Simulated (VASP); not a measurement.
# BN in VASP: further runs, part 3 of 3

VASP 6.6.1. Earlier steps stand in the parts before.

## 5. Single point, PBEsol

The input, INCAR:

```
SYSTEM = BN
PREC = Accurate
ENCUT = 600
EDIFF = 1E-6
ISMEAR = 0
SIGMA = 0.05
LREAL = .False.
LASPH = .True.
NELM = 120
ALGO = Normal
ISIF = 2
LWAVE = .False.
LCHARG = .True.
GGA = PS
LELF = .True.
LVHAR = .True.
NBANDS = 26
GGA_COMPAT = .False.
```

The input, KPOINTS:

```
Automatic mesh
0
Gamma
  10 6 4
  0 0 0
```

The input, POSCAR:

```
BN
1.0
    2.5037762076      0.0000000000      0.0000000000
    0.0000000000      4.3366676023      0.0000000000
    0.0000000000      0.0000000000      7.0340970058
B N
4 4
Direct
    0.0000000000      0.3333333333      0.2500000000
    0.5000000000      0.8333333333      0.2500000000
    0.5000000000      0.1666666667      0.7500000000
    1.0000000000      0.6666666667      0.7500000000
    0.0000000000      0.3333333333      0.7500000000
    0.5000000000      0.8333333333      0.7500000000
    0.5000000000      0.1666666667      0.2500000000
    1.0000000000      0.6666666667      0.2500000000
```

Potentials or basis: VASP PAW PBE potentials, release 64 (B, N).

Run with:

```console
cat potpaw_PBE.64/B/POTCAR potpaw_PBE.64/N/POTCAR > POTCAR
mpirun -np 1 vasp_std > vasp.out
```

OUTCAR:

```text
SYSTEM = BN
   PREC = Accurate
   ENCUT = 600
   EDIFF = 1E-6
   ISMEAR = 0
   LREAL = .False.
   LASPH = .True.
   NELM = 120
   ISIF = 2
   GGA = PS

 ion  position               nearest neighbor table
   1  0.000  0.333  0.250-   7 1.45   7 1.45   8 1.45
   2  0.500  0.833  0.250-   8 1.45   8 1.45   7 1.45
   3  0.500  0.167  0.750-   5 1.45   5 1.45   6 1.45
   4  0.000  0.667  0.750-   6 1.45   6 1.45   5 1.45
   5  0.000  0.333  0.750-   3 1.45   3 1.45   4 1.45
   6  0.500  0.833  0.750-   4 1.45   4 1.45   3 1.45
   7  0.500  0.167  0.250-   1 1.45   1 1.45   2 1.45
   8  0.000  0.667  0.250-   2 1.45   2 1.45   1 1.45

  LATTYP: Found a simple orthorhombic cell.
 ALAT       =     2.5037762076
 B/A-ratio  =     1.7320508076
 C/A-ratio  =     2.8093952584

  Lattice vectors:

 A1 = (   2.5037762076,   0.0000000000,   0.0000000000)
 A2 = (   0.0000000000,   4.3366676023,   0.0000000000)
 A3 = (   0.0000000000,   0.0000000000,   7.0340970058)

Analysis of symmetry for initial positions (statically):
=====================================================================
 Subroutine PRICEL returns following result:

  LATTYP: Found a hexagonal cell.
 ALAT       =     2.5037762076
 C/A-ratio  =     2.8093952584

  Lattice vectors:

 A1 = (  -2.5037762076,   0.0000000000,   0.0000000000)
 A2 = (   1.2518881038,  -2.1683338012,   0.0000000000)
 A3 = (   0.0000000000,   0.0000000000,   7.0340970058)

   2 primitive cells build up your supercell.

 Routine SETGRP: Setting up the symmetry group for a
 simple orthorhombic supercell.

 Subroutine GETGRP returns: Found  8 space group operations
 (whereof  4 operations were pure point group operations)
 out of a pool of  8 trial point group operations.

The static configuration has the point symmetry C_2h.
 The point group associated with its full space group is D_2h.

Analysis of symmetry for dynamics (positions and initial velocities):
=====================================================================
 Subroutine PRICEL returns following result:

  LATTYP: Found a hexagonal cell.
 ALAT       =     2.5037762076
 C/A-ratio  =     2.8093952584

  Lattice vectors:

 A1 = (  -2.5037762076,   0.0000000000,   0.0000000000)
 A2 = (   1.2518881038,  -2.1683338012,   0.0000000000)
 A3 = (   0.0000000000,   0.0000000000,   7.0340970058)

   2 primitive cells build up your supercell.

 Routine SETGRP: Setting up the symmetry group for a
 simple orthorhombic supercell.

 Subroutine GETGRP returns: Found  8 space group operations
 (whereof  4 operations were pure point group operations)
 out of a pool of  8 trial point group operations.

The dynamic configuration has the point symmetry C_2h.
 The point group associated with its full space group is D_2h.

 Subroutine INISYM returns: Found  8 space group operations
 (whereof  4 operations are pure point group operations),
 and found     2 'primitive' translations

----------------------------------------------------------------------------------------

                                     Primitive cell

  volume of cell :      38.1883

  direct lattice vectors                    reciprocal lattice vectors
[... 42 lines left out ...]
 ===========================================

 Found     72 irreducible k-points:

 Following reciprocal coordinates:
            Coordinates               Weight
  0.000000  0.000000  0.000000      1.000000
  0.100000  0.000000  0.000000      2.000000
  0.200000  0.000000  0.000000      2.000000
  0.300000  0.000000  0.000000      2.000000
  0.400000  0.000000  0.000000      2.000000
  0.500000  0.000000  0.000000      1.000000
[... 16 lines left out ...]
  0.400000  0.500000  0.000000      2.000000
  0.500000  0.500000  0.000000      1.000000
 [... further k-points ...]
   k-points           NKPTS =     72   k-points in BZ     NKDIM =     72   number of bands    NBANDS=     26
   number of dos      NEDOS =    301   number of ions     NIONS =      8
   total plane-waves  NPLWV =  40320
   dimension x,y,z NGX =    20 NGY =   36 NGZ =   56
   dimension x,y,z NGXF=    40 NGYF=   72 NGZF=  112
   ions per type =               4   4
   NGX,Y,Z   is equivalent  to a cutoff of  13.28, 13.80, 13.24 a.u.
   NGXF,Y,Z  is equivalent  to a cutoff of  26.56, 27.60, 26.47 a.u.
 SYSTEM =  BN
   PREC   = accura    normal or accurate (medium, high low for compatibility)
   ISTART =      0    job   : 0-new  1-cont  2-samecut
   ICHARG =      2    charge: 1-file 2-atom 10-const
   ISPIN  =      1    spin polarized calculation?
   LNONCOLLINEAR =      F non collinear calculations
   LSORBIT =      F    spin-orbit coupling
   LASPH  =      T    aspherical Exc in radial PAW
   ENCUT  =  600.0 eV  44.10 Ry    6.64 a.u.   5.00  8.66 14.05*2*pi/ulx,y,z
   NELM   =    120;   NELMIN=  2; NELMDL= -5     # of ELM steps
   EDIFF  = 0.1E-05   stopping-criterion for ELM
   LREAL  =      F    real-space projection
   EDIFFG = 0.1E-04   stopping-criterion for IOM
   NSW    =      0    number of steps for IOM
   IBRION =     -1    ionic relax: 0-MD 1-quasi-New 2-CG
   NFREE  =      0    steps in history (QN), initial steepest desc. (CG)
   ISIF   =      2    stress and relaxation
   ISYM   =      2    0-nonsym 1-usesym 2-fastsym
   POTIM  = 0.5000    time-step for ionic-motion
   TEBEG  =    0.0;   TEEND  =   0.0 temperature during run
   PSTRESS=    0.0 pullay stress
   NELECT =      32.0000    total number of electrons
   NUPDOWN=      -1.0000    fix difference up-down
   EMIN   =  10.00;   EMAX   =-10.00  energy-range for DOS
   EFERMI =   0.00;   METHOD = LEGACY
   ISMEAR =     0;   SIGMA  =   0.05  broadening in eV -4-tet -1-fermi 0-gaus
   EFERMI_NEDOS =   21; number of points for ismear=-14 and -15
   IALGO  =     38    algorithm
   IMIX   =      4    mixing-type and parameters
     AMIX     =   0.40;   BMIX     =  1.00
     AMIX_MAG =   1.60;   BMIX_MAG =  1.00
  volume/ion in A,a.u.               =       9.55        64.43
  Fermi-wavevector in a.u.,A,eV,Ry     =   1.225006  2.314925 20.417437  1.500639
  Thomas-Fermi vector in A             =   2.360060
   LORBIT       =      0    0 simple, 1 ext, 2 COOP (PROOUT), +10 PAW based schemes
   GGA     = PS    functional components
   LHFCALC =     F    Hartree Fock is set to
   AEXX    =    0.0000 exact exchange contribution
   IVDW    =     0    specifies the selected vdW correction
   LEPSILON=     F    determine dielectric tensor
   LRPA    =     F    only Hartree local field effects (RPA)
 non-spin polarized calculation
 Gauss-broadening in eV      SIGMA  =   0.05
  energy-cutoff  :      600.00
  volume of cell :       76.38
 maximum number of plane-waves:      2594
   NGX = 11   NGY = 17   NGZ = 29

 number of electron      32.0000005 magnetization

 Free energy of the ion-electron system (eV)
  ---------------------------------------------------
  ext. energy  EPLUGINS =         0.00000000
  ---------------------------------------------------
  free energy    TOTEN  =       -73.15543039 eV

  energy without entropy =      -73.15543039  energy(sigma->0) =      -73.15543039

 E-fermi :   2.0090     XC(G=0):  -9.9134

 val. band max:        1.7612563465   @ k =   0.3000   0.0000   0.0000
 cond. band min:       6.0072209405   @ k =   0.5000   0.5000   0.0000
 fundamental gap:      4.2459645940
 Fermi energy:         2.0090342944

 k-point     1 :       0.0000    0.0000    0.0000
  band No.  band energies     occupation
      1     -15.9691      2.00000
      2     -15.7761      2.00000
      3     -12.7793      2.00000
      4     -12.7355      2.00000
      5      -7.1694      2.00000
      6      -7.1275      2.00000
[... 685 lines left out ...]
     25      14.0157      0.00000
     26      14.0157      0.00000

 [... further k-points ...]
[... 5 lines left out ...]
  --------------------------------------------------------------------------------------
  -------------------------------------------------------------------------------------
  Total        0.2465802      0.2465338     -0.1117051      0.0000000      0.0000000      0.0000000
  in kB        5.1725993      5.1716256     -2.3432772      0.0000000      0.0000000      0.0000000
  external PRESSURE =       2.6669826 kB  Pullay stress =       0.0000000 kB

 VOLUME and BASIS-vectors are now :
 -----------------------------------------------------------------------------
  energy-cutoff  :      600.00
  volume of cell :       76.38
      direct lattice vectors                 reciprocal lattice vectors
     2.503776208  0.000000000  0.000000000     0.399396718  0.000000000  0.000000000
     0.000000000  4.336667602  0.000000000     0.000000000  0.230591803  0.000000000
     0.000000000  0.000000000  7.034097006     0.000000000  0.000000000  0.142164659

 POSITION                                       TOTAL-FORCE (eV/Angst)
 -----------------------------------------------------------------------------------
      0.00000      1.44556      1.75852        -0.000000     -0.000111     -0.000000
      1.25189      3.61389      1.75852        -0.000000     -0.000111     -0.000000
      1.25189      0.72278      5.27557        -0.000000      0.000111     -0.000000
      0.00000      2.89111      5.27557         0.000000      0.000111     -0.000000
      0.00000      1.44556      5.27557        -0.000000     -0.000066     -0.000000
      1.25189      3.61389      5.27557         0.000000     -0.000066      0.000000
      1.25189      0.72278      1.75852        -0.000000      0.000066      0.000000
      0.00000      2.89111      1.75852         0.000000      0.000066      0.000000
 -----------------------------------------------------------------------------------
    total drift:                                0.000000      0.000000      0.000000

  FREE ENERGIE OF THE ION-ELECTRON SYSTEM (eV)
  ---------------------------------------------------
  free  energy   TOTEN  =       -73.1554303881 eV

  energy  without entropy=      -73.1554303881  energy(sigma->0) =      -73.15543039
```

Run time: 70 s. Hardware: 1 thread of Intel Xeon 6975P-C (Granite Rapids), shared host; peak memory 0.26 GiB.

Results:

| Item | Value |
| --- | --- |
| Free energy | -73.1554 eV |
| Pressure | 0.3 GPa |
| Band gap on the k mesh | 4.25 eV |

Stress tensor (GPa, compression positive):
```
 0.52  0.00  0.00
 0.00  0.52  0.00
 0.00  0.00 -0.23
```

Levels at points of the mesh, in eV from the valence-band top:
```tsv
k point	band 12	band 13	band 14	band 15	band 16	band 17	band 18	band 19	band 20	band 21
(0.00, 0.00, 0.00)	-1.32	-1.32	-1.30	-1.30	-0.57	4.25	4.74	5.35	9.40	9.47
(0.50, 0.00, 0.00)	-5.86	-1.64	-1.64	-0.66	-0.66	5.57	5.57	5.91	5.91	10.11
(0.00, 0.50, 0.00)	-2.97	-2.96	-2.96	-2.93	-2.93	6.60	6.60	8.50	8.50	9.26
(0.50, 0.50, 0.00)	-4.11	-1.32	-1.32	-0.57	-0.57	4.25	4.25	5.35	5.35	9.40
(0.00, 0.00, 0.50)	-1.31	-1.31	-1.31	-0.94	-0.94	4.65	4.65	6.82	6.82	9.80
(0.50, 0.00, 0.50)	-5.88	-1.17	-1.17	-1.17	-1.17	5.64	5.64	5.64	5.64	11.60
(0.00, 0.50, 0.50)	-3.76	-2.94	-2.94	-2.94	-2.94	7.79	7.79	7.79	7.79	10.08
(0.50, 0.50, 0.50)	-4.13	-0.94	-0.94	-0.94	-0.94	4.65	4.65	4.65	4.65	9.80
```

Caveat: the PAW data sets were made with another functional, which shifts forces and pressure a little; this functional lacks dispersion, which binds the layers, so the pressure and a relaxed spacing across them are unreliable.

## 6. The runs side by side

```tsv
cell	gap on the mesh (eV)	pressure (GPa)	largest force (eV/Å)
as given, atomic positions A	3.82	-0.4	1.61
as given, atomic positions B	4.22	0.0	0.79
as given, atomic positions C	3.72	-1.1	2.42
as given, atomic positions D	4.25	0.3	-
```

Alike in all rows: task single point; level PBEsol; potentials or basis VASP PAW PBE potentials, release 64 (B, N); no spin polarisation; k mesh 10 × 6 × 4; cutoff (eV) 600; smearing gaussian 0.05 eV.

Caveats: the PAW data sets were made with another functional, which shifts forces and pressure a little; this functional lacks dispersion, which binds the layers, so the pressure and a relaxed spacing across them are unreliable.

Absolute energies hang on the potentials; compare differences alone.
